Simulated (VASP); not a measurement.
Input of a VASP 6.6.1 run:

Contents of INCAR:

```
SYSTEM = CoPdO2
PREC = Accurate ; ENCUT = 520
EDIFF = 1E-6 ; ISMEAR = 0
SIGMA = 0.05 ; LREAL = .False.
LASPH = .True. ; NELM = 150
ALGO = Normal ; ISIF = 2
LWAVE = .False. ; LCHARG = .True.
ISPIN = 2 ; MAGMOM = 2.26 0.21 -0.15 -0.15
LORBIT = 11 ; LMAXMIX = 4
LDAU = .True. ; LDAUTYPE = 2
LDAUL = 2 2 -1 ; LDAUU = 6 6 0
LDAUJ = 0 0 0 ; LDAUPRINT = 1
GGA = PS ; LELF = .True.
LVHAR = .True. ; NBANDS = 28
```

Contents of KPOINTS:

```
Automatic mesh
0
Gamma
  8 8 8
  0 0 0
```

Contents of POSCAR:

```
CoPdO2
1.0
    1.4224998100      0.8212806500      5.9600012600
   -1.4224998100      0.8212806500      5.9600012600
    0.0000000000     -1.6425613000      5.9600012600
Co Pd O
1 1 2
Direct
    0.5000000000      0.5000000000      0.5000000000
    0.0000000000      0.0000000000      0.0000000000
    0.1121500000      0.1121500000      0.1121500000
    0.8878500000      0.8878500000      0.8878500000
```

Potentials or basis: VASP PAW PBE potentials, release 64 (Co, Pd, O).

Command:

```bash
$ cat potpaw_PBE.64/Co/POTCAR potpaw_PBE.64/Pd/POTCAR potpaw_PBE.64/O/POTCAR > POTCAR
$ mpirun -np 1 vasp_std > vasp.out
```

Question: Estimate the largest force.

Answer: 1.666 eV/Å.

Question: Estimate the site moments.

Answer: Co +3.28; Pd +0.20; O +0.29 μB.

Question: Predict the net moment.

Answer: 4.09 μB per cell.

Question: Predict the pressure.

Answer: 6.2 GPa.

Forces on the atoms (eV/Å):
```
Co   0.000  0.000  0.000
Pd   0.000  0.000  0.000
O    0.000  0.000 -1.666
O    0.000  0.000  1.666
```

Caveat: the stress differs along the axes, from -2 to 11 GPa; the PAW data sets were made with another functional, which shifts forces and pressure a little; a cell with one magnetic atom can't hold antiferromagnetic order, which such compounds often take.
